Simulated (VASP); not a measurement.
A run of VASP 6.6.1:

The input INCAR:

```
SYSTEM = Tl
PREC = Accurate
ENCUT = 520
EDIFF = 1E-6
ISMEAR = 0
SIGMA = 0.15
LREAL = .FALSE.
LASPH = .TRUE.
NELM = 100
ALGO = Fast
ISIF = 2
LWAVE = .FALSE.
LCHARG = .TRUE.
GGA = PS
LELF = .TRUE.
LVHAR = .TRUE.
NBANDS = 12
```

KPOINTS

```
regular mesh
0
G
  18 18 18
  0 0 0
```

POSCAR

```
Tl
1.0
   -1.8439500000      1.8439500000      2.0380500000
    1.8439500000     -1.8439500000      2.0380500000
    1.8439500000      1.8439500000     -2.0380500000
Tl
1
Direct
    0.0000000000      0.0000000000      0.0000000000
```

Potentials or basis: VASP PAW PBE potentials, release 64 (Tl_d).

Run with:

```sh
$ cat potpaw_PBE.64/Tl_d/POTCAR > POTCAR
$ mpirun -np 1 vasp_std > vasp.out
```

Hardware: 1 thread of Intel Xeon 8259CL (shared host).

**Question.** Estimate the wall time of this run.

**Answer.** Wall time 2.7 min on 1 thread of Intel Xeon 8259CL, on a shared host, peak memory 0.28 GiB. Counts: scf iterations 11, k points 480.
